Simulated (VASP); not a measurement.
Input of a VASP 6.6.1 run:

Contents of INCAR:

```
SYSTEM = PtSe2
PREC = Accurate ; ENCUT = 520
EDIFF = 1E-6 ; ISMEAR = 0
SIGMA = 0.15 ; LREAL = .False.
LASPH = .True. ; NELM = 60
ALGO = Normal ; ISIF = 2
LWAVE = .False. ; LCHARG = .False.
GGA = PE ; NBANDS = 18
```

KPOINTS

```
Automatic mesh
0
Gamma
  12 12 10
  0 0 0
```

File POSCAR:

```
PtSe2
1.0
    3.4260805562      0.0000000000      0.0000000000
   -1.7130402781      2.9670727971      0.0000000000
    0.0000000000      0.0000000000      5.0620000000
Pt Se
1 2
Direct
    0.0000000000      0.0000000000      0.0000000000
    0.3333333333      0.6666666667      0.2500000000
    0.6666666667      0.3333333333      0.7500000000
```

Potentials or basis: VASP PAW PBE potentials, release 64 (Pt, Se).

Launch:

```sh
$ cat potpaw_PBE.64/Pt/POTCAR potpaw_PBE.64/Se/POTCAR > POTCAR
$ mpirun -np 1 vasp_std > vasp.out
```

Q: Predict the pressure.

A: 48.0 GPa.

Q: Predict the band gap on the k mesh.

A: Zero (band 11 reaches 9.14 eV, above the bottom of band 12 at 9.06 eV).

Q: Predict the largest force.

A: 3.459 eV/Å.

Forces on the atoms (eV/Å):
```
Pt   0.000  0.000  0.000
Se   0.000  0.000  3.459
Se   0.000  0.000 -3.459
```

Caveat: the cell differs from its parent crystal (strain -0.080 along x and y, +0.000 along z); spin-orbit coupling is left out, which moves the levels of the heavy elements; forces of over 1 eV/Å act on the atoms, so gaps and moduli don't describe the material at rest.
